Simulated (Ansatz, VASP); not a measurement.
One calculation of Pt, two programs

```
Pt
1.0
     0.00000    1.94683    2.04904
     1.83976    0.00000    2.04904
     1.83976    1.94683    0.00000
Pt
1
Cartesian
  0.0000 0.0000 0.0000
```

Change from the starting cell: normal strain along x -0.0550, normal strain along z +0.0525.

Alike in both runs: task single point; functional LDA; k mesh 20 × 20 × 20; occupations gaussian, width 0.15 eV; no spin polarisation.

```csv
,VASP,Ansatz
version,VASP 6.6.1,Ansatz 0.2.0
potentials or method,"VASP PAW LDA potentials, release 64 (Pt), cutoff 520 eV","scalar-relativistic, plane waves, PAW"
valence electrons in the cell,10,18
```

```tsv
	VASP	Ansatz	Ansatz less VASP
gap on the k mesh at the Fermi level (eV)	none	none	-
pressure (GPa)	3.6	2.8	-0.82
traceless stress, the component that is largest in VASP (GPa)	-6.75	-6.73	+0.016
```

LDA's correlation is that of Perdew and Zunger in VASP and of Perdew and Wang (1992) in Ansatz. A gap of «none» marks a metal or a gap that the smearing closes. VASP's potentials hold 10 valence electrons a cell and Ansatz's 18, so a difference there can come from the potentials and not from the codes.

Spin-orbit coupling is off throughout.
